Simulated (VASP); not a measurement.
# TaN (P6_3mc) in VASP: notebook

TaN is run at these levels: PBE; tasks: electric field gradients.

Everything below comes from runs of VASP 6.6.1. Logs are shortened: lines on timing, memory, paths and dates and some standing lists are left out, and cuts for length are marked.

### 1 The cell of the first run

It takes space group P6_3mc (No. 186, hexagonal). The conventional cell has a = 3.009 Å, b = 3.009 Å, c = 4.873 Å, α = 90.00°, β = 90.00°, γ = 120.00°. Within 2.4 Å of Ta (site symmetry 3m) lie 4 N at 1.83 to 1.88 Å. Within 2.4 Å of N (site symmetry 3m) lie 4 Ta at 1.83 to 1.88 Å.

### 2 Electric field gradients, PBE (volume scaled by 0.96)

INCAR

```
PREC = Accurate
ENCUT = 520
EDIFF = 1E-8
ISMEAR = -1
SIGMA = 0.01
LREAL = False
LASPH = True
NELM = 80
ALGO = Normal
ISIF = 2
LWAVE = False
LCHARG = False
GGA = PE
LEFG = True
NBANDS = 24
```

KPOINTS

```
regular mesh
0
Gamma
  9 9 5
```

POSCAR

```
TaN
1.0
    3.0087798064      0.0000000000      0.0000000000
   -1.5043899033      2.6056797468      0.0000000000
    0.0000000000      0.0000000000      4.8732350589
Ta N
2 2
Direct
    0.3333333333      0.6666666667      0.0000000000
    0.6666666667      0.3333333333      0.5000000000
    0.3333333333      0.6666666667      0.3850000000
    0.6666666667      0.3333333333      0.8850000000
```

Potentials or basis: VASP PAW PBE potentials, release 64 (Ta_pv, N).

Launch:

```console
$ cat potpaw_PBE.64/Ta_pv/POTCAR potpaw_PBE.64/N/POTCAR > POTCAR
$ mpirun -np 1 vasp_std > vasp.out
```

OUTCAR:

```text
PREC = Accurate
   ENCUT = 520
   EDIFF = 1E-8
   ISMEAR = -1
   LREAL = False
   LASPH = True
   NELM = 80
   ISIF = 2
   GGA = PE

 ion  position               nearest neighbor table
   1  0.333  0.667  0.000-   4 1.83   4 1.83   4 1.83   3 1.88   2 2.99   2 2.99   2 2.99   2 2.99
                             2 2.99   2 2.99
   2  0.667  0.333  0.500-   3 1.83   3 1.83   3 1.83   4 1.88   1 2.99   1 2.99   1 2.99   1 2.99
                             1 2.99   1 2.99
   3  0.333  0.667  0.385-   2 1.83   2 1.83   2 1.83   1 1.88
   4  0.667  0.333  0.885-   1 1.83   1 1.83   1 1.83   2 1.88

  LATTYP: Found a hexagonal cell.
 ALAT       =     3.0087798064
 C/A-ratio  =     1.6196715521

  Lattice vectors:

 A1 = (   3.0087798064,   0.0000000000,   0.0000000000)
 A2 = (  -1.5043899033,   2.6056797468,   0.0000000000)
 A3 = (   0.0000000000,   0.0000000000,   4.8732350589)

Analysis of symmetry for initial positions (statically):
=====================================================================
 Subroutine PRICEL returns:
 Original cell was already a primitive cell.

 Routine SETGRP: Setting up the symmetry group for a
 hexagonal supercell.

 Subroutine GETGRP returns: Found 12 space group operations
 (whereof  6 operations were pure point group operations)
 out of a pool of 24 trial point group operations.

The static configuration has the point symmetry C_3v.
 The point group associated with its full space group is C_6v.

Analysis of symmetry for dynamics (positions and initial velocities):
=====================================================================
 Subroutine PRICEL returns:
 Original cell was already a primitive cell.

 Routine SETGRP: Setting up the symmetry group for a
 hexagonal supercell.

 Subroutine GETGRP returns: Found 12 space group operations
 (whereof  6 operations were pure point group operations)
 out of a pool of 24 trial point group operations.

The dynamic configuration has the point symmetry C_3v.
 The point group associated with its full space group is C_6v.

 Subroutine INISYM returns: Found 12 space group operations
 (whereof  6 operations are pure point group operations),
 and found     1 'primitive' translations

----------------------------------------------------------------------------------------

                                     Primitive cell

  volume of cell :      38.2058

  direct lattice vectors                    reciprocal lattice vectors
     3.008779806  0.000000000  0.000000000     0.332360646  0.191888508  0.000000000
    -1.504389903  2.605679747  0.000000000     0.000000000  0.383777017  0.000000000
     0.000000000  0.000000000  4.873235059     0.000000000  0.000000000  0.205202496

  length of vectors
     3.008779806  3.008779807  4.873235059     0.383777017  0.383777017  0.205202496

  position of ions in fractional coordinates (direct lattice)
     0.333333333  0.666666667  0.000000000
     0.666666667  0.333333333  0.500000000
     0.333333333  0.666666667  0.385000000
     0.666666667  0.333333333  0.885000000

  ion indices of the primitive-cell ions
   primitive index   ion index
                 1           1
                 2           2
                 3           3
                 4           4

----------------------------------------------------------------------------------------

 KPOINTS: regular mesh

Automatic generation of k-mesh.
 Grid dimensions read from file:
 generate k-points for:    9    9    5

 Generating k-lattice:

  Cartesian coordinates                     Fractional coordinates (reciprocal lattice)
     0.036928961  0.021320945  0.000000000     0.111111111  0.000000000  0.000000000
     0.000000000  0.042641891  0.000000000     0.000000000  0.111111111  0.000000000
     0.000000000  0.000000000  0.041040499     0.000000000  0.000000000  0.200000000

  Length of vectors
     0.042641891  0.042641891  0.041040499
[... 42 lines left out ...]
   NGX,Y,Z   is equivalent  to a cutoff of  13.26, 13.26, 12.28 a.u.
   NGXF,Y,Z  is equivalent  to a cutoff of  26.52, 26.52, 24.56 a.u.
 SYSTEM =  unknown system
   PREC   = accura    normal or accurate (medium, high low for compatibility)
   ISTART =      0    job   : 0-new  1-cont  2-samecut
   ICHARG =      2    charge: 1-file 2-atom 10-const
   ISPIN  =      1    spin polarized calculation?
   LNONCOLLINEAR =      F non collinear calculations
   LSORBIT =      F    spin-orbit coupling
   LASPH  =      T    aspherical Exc in radial PAW
   ENCUT  =  520.0 eV  38.22 Ry    6.18 a.u.   5.59  5.59  9.06*2*pi/ulx,y,z
   NELM   =     80;   NELMIN=  2; NELMDL= -5     # of ELM steps
   EDIFF  = 0.1E-07   stopping-criterion for ELM
   LREAL  =      F    real-space projection
   EDIFFG = 0.1E-06   stopping-criterion for IOM
   NSW    =      0    number of steps for IOM
   IBRION =     -1    ionic relax: 0-MD 1-quasi-New 2-CG
   NFREE  =      0    steps in history (QN), initial steepest desc. (CG)
   ISIF   =      2    stress and relaxation
   ISYM   =      2    0-nonsym 1-usesym 2-fastsym
   POTIM  = 0.5000    time-step for ionic-motion
   TEBEG  =    0.0;   TEEND  =   0.0 temperature during run
   PSTRESS=    0.0 pullay stress
   NELECT =      32.0000    total number of electrons
   NUPDOWN=      -1.0000    fix difference up-down
   EMIN   =  10.00;   EMAX   =-10.00  energy-range for DOS
   EFERMI =   0.00;   METHOD = LEGACY
   ISMEAR =    -1;   SIGMA  =   0.01  broadening in eV -4-tet -1-fermi 0-gaus
   EFERMI_NEDOS =   21; number of points for ismear=-14 and -15
   IALGO  =     38    algorithm
   IMIX   =      4    mixing-type and parameters
     AMIX     =   0.40;   BMIX     =  1.00
     AMIX_MAG =   1.60;   BMIX_MAG =  1.00
  volume/ion in A,a.u.               =       9.55        64.46
  Fermi-wavevector in a.u.,A,eV,Ry     =   1.543175  2.916178 32.400772  2.381390
  Thomas-Fermi vector in A             =   2.648875
   LORBIT       =      0    0 simple, 1 ext, 2 COOP (PROOUT), +10 PAW based schemes
   GGA     = PE    functional components
   LHFCALC =     F    Hartree Fock is set to
   AEXX    =    0.0000 exact exchange contribution
   IVDW    =     0    specifies the selected vdW correction
   LEPSILON=     F    determine dielectric tensor
   LRPA    =     F    only Hartree local field effects (RPA)
 non-spin polarized calculation
  energy-cutoff  :      520.00
  volume of cell :       38.21
 maximum number of plane-waves:      1046
 NGX is ok and might be reduce to    24
   NGX = 11   NGY = 11   NGZ = 19

 number of electron      32.0000000 magnetization

 Free energy of the ion-electron system (eV)
  ---------------------------------------------------
  ext. energy  EPLUGINS =         0.00000000
  ---------------------------------------------------
  free energy    TOTEN  =       -36.10554559 eV

  energy without entropy =      -36.10432162  energy(sigma->0) =      -36.10493360

 E-fermi :  10.2613     XC(G=0): -13.7735

 val. band max:       10.2498340501   @ k =   0.2222   0.0000   0.0000
 cond. band min:      10.2624244864   @ k =   0.1111   0.1111   0.4000
 fundamental gap:      0.0125904362
 Fermi energy:        10.2613255014

 k-point     1 :       0.0000    0.0000    0.0000
  band No.  band energies     occupation
      1     -25.9886      2.00000
      2     -24.7219      2.00000
      3     -24.7219      2.00000
      4     -24.5014      2.00000
      5     -24.5014      2.00000
      6     -24.4251      2.00000
[... 637 lines left out ...]
     23      18.3517      0.00000
     24      18.3517      0.00000

 [... further k-points ...]

------------------------ aborting loop because EDIFF is reached ----------------------------------------

  FORCE on cell =-STRESS in cart. coord.  units (eV):
  Direction    XX          YY          ZZ          XY          YZ          ZX
  --------------------------------------------------------------------------------------
  -------------------------------------------------------------------------------------
  Total       43.5801643     43.5801643     36.4171723     -0.0000000      0.0000000      0.0000000
  in kB     1827.5557868   1827.5557869   1527.1721675     -0.0000001      0.0000000      0.0000000
  external PRESSURE =    1727.4279137 kB  Pullay stress =       0.0000000 kB

 VOLUME and BASIS-vectors are now :
 -----------------------------------------------------------------------------
  energy-cutoff  :      520.00
  volume of cell :       38.21
      direct lattice vectors                 reciprocal lattice vectors
     3.008779806  0.000000000  0.000000000     0.332360646  0.191888508  0.000000000
    -1.504389903  2.605679747  0.000000000     0.000000000  0.383777017  0.000000000
     0.000000000  0.000000000  4.873235059     0.000000000  0.000000000  0.205202496

 POSITION                                       TOTAL-FORCE (eV/Angst)
 -----------------------------------------------------------------------------------
     -0.00000      1.73712      0.00000        -0.000000      0.000000      2.470275
      1.50439      0.86856      2.43662         0.000000     -0.000000      2.470275
     -0.00000      1.73712      1.87620        -0.000000     -0.000000     -2.470275
      1.50439      0.86856      4.31281         0.000000      0.000000     -2.470275
 -----------------------------------------------------------------------------------
    total drift:                               -0.000000      0.000000     -0.000066

  FREE ENERGIE OF THE ION-ELECTRON SYSTEM (eV)
  ---------------------------------------------------
  free  energy   TOTEN  =       -36.1055455929 eV

  energy  without entropy=      -36.1043216152  energy(sigma->0) =      -36.10493360

 Electric field gradients (V/A^2)
---------------------------------------------------------------------
 ion       V_xx      V_yy      V_zz      V_xy      V_xz      V_yz
---------------------------------------------------------------------
   1     -63.981   -63.981   127.963    -0.000    -0.000     0.000
   2     -63.981   -63.981   127.963    -0.000     0.000    -0.000
   3      -5.640    -5.639    11.279     0.001     0.000    -0.000
   4      -5.640    -5.639    11.279     0.001    -0.000     0.000
---------------------------------------------------------------------

 Electric field gradients after diagonalization (V/A^2)
 (convention: |V_zz| > |V_xx| > |V_yy|)
----------------------------------------------------------------------
 ion       V_xx      V_yy      V_zz     asymmetry (V_yy - V_xx)/ V_zz
----------------------------------------------------------------------
   1     -63.981   -63.981   127.963       0.000
   2     -63.981   -63.981   127.963       0.000
   3      -5.641    -5.638    11.279       0.000
   4      -5.641    -5.638    11.279       0.000
----------------------------------------------------------------------

           NMR quadrupolar parameters

 Cq : quadrupolar parameter    Cq=e*Q*V_zz/h
 eta: asymmetry parameters     (V_yy - V_xx)/ V_zz
 Q  : nuclear electric quadrupole moment in mb (millibarn)
----------------------------------------------------------------------
 ion       Cq(MHz)       eta       Q (mb)
----------------------------------------------------------------------
   1       0.309       0.000       1.000
   2       0.309       0.000       1.000
   3       0.027       0.000       1.000
   4       0.027       0.000       1.000
----------------------------------------------------------------------
```

Run time: 23 s. Hardware: 1 thread of Intel Xeon Platinum 8488C (Sapphire Rapids), shared host; peak memory 0.17 GiB.

What came out:

```yaml
Free_energy: -36.1055 eV
Pressure: 172.7 GPa
Largest_force: 2.470 eV/Å
Band_gap_on_the_k_mesh: zero (band 16 reaches 10.83 eV, above the bottom of band 17 at 8.51 eV)
```

Forces in eV/Å, atoms in the order of the input:
```
Ta   0.000  0.000  2.470
Ta   0.000  0.000  2.470
N    0.000  0.000 -2.470
N    0.000  0.000 -2.470
```

Electric field gradients, principal values (V/Å²):
| atom | least | middle | greatest (by size) |
| --- | --- | --- | --- |
| 1 Ta | -63.981 | -63.981 | 127.963 |
| 2 Ta | -63.981 | -63.981 | 127.963 |
| 3 N | -5.638 | -5.641 | 11.279 |
| 4 N | -5.638 | -5.641 | 11.279 |

Caveat: without QUAD_EFG the Cq values of the log hold for a quadrupole moment of 1 mb, not for the nuclei; spin-orbit coupling is left out, which moves the levels of the heavy elements; forces of over 1 eV/Å act on the atoms, so gaps and moduli don't describe the material at rest.

### 3 Electric field gradients, PBE (volume scaled by 0.96)

INCAR

```
SYSTEM = TaN
ALGO = Normal
EDIFF = 1E-8
ENCUT = 520
GGA = PE
ISIF = 2
ISMEAR = -1
LASPH = .True.
LCHARG = .False.
LEFG = .True.
LREAL = .False.
LWAVE = .False.
NBANDS = 24
NELM = 80
PREC = Accurate
SIGMA = 0.01
```

KPOINTS

```
k-points
0
Gamma
  9 9 5
  0 0 0
```

POSCAR is that of step 2.

Potentials or basis: VASP PAW PBE potentials, release 64 (Ta_pv, N).

Launch:

```console
$ cat potpaw_PBE.64/Ta_pv/POTCAR potpaw_PBE.64/N/POTCAR > POTCAR
$ mpirun -np 1 vasp_std > vasp.out
```

OUTCAR:

```text
SYSTEM = TaN
   EDIFF = 1E-8
   ENCUT = 520
   GGA = PE
   ISIF = 2
   ISMEAR = -1
   LASPH = .True.
   LREAL = .False.
   NELM = 80
   PREC = Accurate

 ion  position               nearest neighbor table
   1  0.333  0.667  0.000-   4 1.83   4 1.83   4 1.83   3 1.88   2 2.99   2 2.99   2 2.99   2 2.99
                             2 2.99   2 2.99
   2  0.667  0.333  0.500-   3 1.83   3 1.83   3 1.83   4 1.88   1 2.99   1 2.99   1 2.99   1 2.99
                             1 2.99   1 2.99
   3  0.333  0.667  0.385-   2 1.83   2 1.83   2 1.83   1 1.88
   4  0.667  0.333  0.885-   1 1.83   1 1.83   1 1.83   2 1.88

  LATTYP: Found a hexagonal cell.
 ALAT       =     3.0087798064
 C/A-ratio  =     1.6196715521

  Lattice vectors:

 A1 = (   3.0087798064,   0.0000000000,   0.0000000000)
 A2 = (  -1.5043899033,   2.6056797468,   0.0000000000)
 A3 = (   0.0000000000,   0.0000000000,   4.8732350589)

Analysis of symmetry for initial positions (statically):
=====================================================================
 Subroutine PRICEL returns:
 Original cell was already a primitive cell.

[... 854 lines left out ...]
      1.50439      0.86856      2.43662         0.000000     -0.000000      2.470275
     -0.00000      1.73712      1.87620        -0.000000     -0.000000     -2.470275
      1.50439      0.86856      4.31281         0.000000      0.000000     -2.470275
 -----------------------------------------------------------------------------------
    total drift:                               -0.000000      0.000000     -0.000066

  FREE ENERGIE OF THE ION-ELECTRON SYSTEM (eV)
  ---------------------------------------------------
  free  energy   TOTEN  =       -36.1055455929 eV

  energy  without entropy=      -36.1043216152  energy(sigma->0) =      -36.10493360

 Electric field gradients (V/A^2)
---------------------------------------------------------------------
 ion       V_xx      V_yy      V_zz      V_xy      V_xz      V_yz
---------------------------------------------------------------------
   1     -63.981   -63.981   127.963    -0.000    -0.000     0.000
   2     -63.981   -63.981   127.963    -0.000     0.000    -0.000
   3      -5.640    -5.639    11.279     0.001     0.000    -0.000
   4      -5.640    -5.639    11.279     0.001    -0.000     0.000
---------------------------------------------------------------------

 Electric field gradients after diagonalization (V/A^2)
 (convention: |V_zz| > |V_xx| > |V_yy|)
----------------------------------------------------------------------
 ion       V_xx      V_yy      V_zz     asymmetry (V_yy - V_xx)/ V_zz
----------------------------------------------------------------------
   1     -63.981   -63.981   127.963       0.000
   2     -63.981   -63.981   127.963       0.000
   3      -5.641    -5.638    11.279       0.000
   4      -5.641    -5.638    11.279       0.000
----------------------------------------------------------------------

           NMR quadrupolar parameters

 Cq : quadrupolar parameter    Cq=e*Q*V_zz/h
 eta: asymmetry parameters     (V_yy - V_xx)/ V_zz
 Q  : nuclear electric quadrupole moment in mb (millibarn)
----------------------------------------------------------------------
 ion       Cq(MHz)       eta       Q (mb)
----------------------------------------------------------------------
   1       0.309       0.000       1.000
   2       0.309       0.000       1.000
   3       0.027       0.000       1.000
   4       0.027       0.000       1.000
----------------------------------------------------------------------
```

OSZICAR:

```text
N       E                     dE             d eps       ncg     rms          rms(c)
DAV:   1     0.294426906417E+03    0.29443E+03   -0.17914E+04  1728   0.145E+03
DAV:   2    -0.292632716219E+02   -0.32369E+03   -0.30810E+03  2080   0.430E+02
DAV:   3    -0.433645970972E+02   -0.14101E+02   -0.13982E+02  2136   0.905E+01
DAV:   4    -0.434841384176E+02   -0.11954E+00   -0.11949E+00  1944   0.890E+00
DAV:   5    -0.434853309699E+02   -0.11926E-02   -0.11925E-02  2136   0.782E-01    0.648E+01
DAV:   6    -0.362022391198E+02    0.72831E+01   -0.22855E+01  2032   0.386E+01    0.277E+01
DAV:   7    -0.361433556308E+02    0.58883E-01   -0.96450E-01  1800   0.780E+00    0.141E+01
DAV:   8    -0.361093418123E+02    0.34014E-01   -0.43526E-02  2160   0.150E+00    0.162E+00
DAV:   9    -0.361055071098E+02    0.38347E-02   -0.10618E-02  2032   0.819E-01    0.127E-01
DAV:  10    -0.361055520328E+02   -0.44923E-04   -0.54350E-04  2048   0.189E-01    0.274E-02
DAV:  11    -0.361055456942E+02    0.63386E-05   -0.17025E-05  2104   0.367E-02    0.128E-02
DAV:  12    -0.361055459079E+02   -0.21369E-06   -0.31342E-06  2024   0.157E-02    0.388E-03
DAV:  13    -0.361055456026E+02    0.30534E-06   -0.27244E-07  1992   0.443E-03    0.169E-03
DAV:  14    -0.361055455918E+02    0.10742E-07   -0.13361E-08  1224   0.120E-03    0.417E-04
DAV:  15    -0.361055455929E+02   -0.10723E-08   -0.26115E-09  1096   0.497E-04
   1 F= -.36105546E+02 E0= -.36104934E+02  d E =-.122398E-02
```

It took 24 s on 1 thread of Intel Xeon Platinum 8488C (Sapphire Rapids), shared host; peak memory 0.17 GiB.

Results:

| Quantity | Value |
| --- | --- |
| Free energy | -36.1055 eV |
| Pressure | 172.7 GPa |
| Largest force | 2.470 eV/Å |
| Band gap on the k mesh | zero (band 16 reaches 10.83 eV, above the bottom of band 17 at 8.51 eV) |

Forces in eV/Å, atoms in the order of the input:
```
Ta   0.000  0.000  2.470
Ta   0.000  0.000  2.470
N    0.000  0.000 -2.470
N    0.000  0.000 -2.470
```

Electric field gradients, principal values (V/Å²):
```tsv
atom	least	middle	greatest (by size)
1 Ta	-63.981	-63.981	127.963
2 Ta	-63.981	-63.981	127.963
3 N	-5.638	-5.641	11.279
4 N	-5.638	-5.641	11.279
```

Caveat: without QUAD_EFG the Cq values of the log hold for a quadrupole moment of 1 mb, not for the nuclei; spin-orbit coupling is left out, which moves the levels of the heavy elements; forces of over 1 eV/Å act on the atoms, so gaps and moduli don't describe the material at rest.

[end of part 1 of 2]
